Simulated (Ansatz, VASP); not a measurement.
# InP: VASP beside Ansatz

```
CELL_PARAMETERS angstrom
0.00000 2.77056 2.77056
2.77056 0.00000 2.77056
2.77056 2.77056 0.00000
ATOMIC_POSITIONS crystal
In 0.00000 0.00000 0.00000
P 0.50000 0.50000 0.50000
```

Alike in both runs: task electric field gradients; functional PBE; k mesh 14 × 14 × 14; occupations fermi-dirac, width 0.08 eV; no spin polarisation.

|  | VASP | Ansatz |
| --- | --- | --- |
| version | VASP 6.6.1 | Ansatz 0.2.0 |
| potentials or method | VASP PAW PBE potentials, release 64 (In_d, P) | PAW with Ansatz's default frozen-core files, scalar-relativistic |
| plane-wave cutoff (eV) | 520 | 420 |
| valence electrons in the cell | 18 | 18 |

|  | VASP | Ansatz | Ansatz less VASP |
| --- | --- | --- | --- |
| pressure (GPa) | 0.0 | 0.0 | +0.03 |

The functional is the same, so the differences come from potentials, cutoffs and numerics.
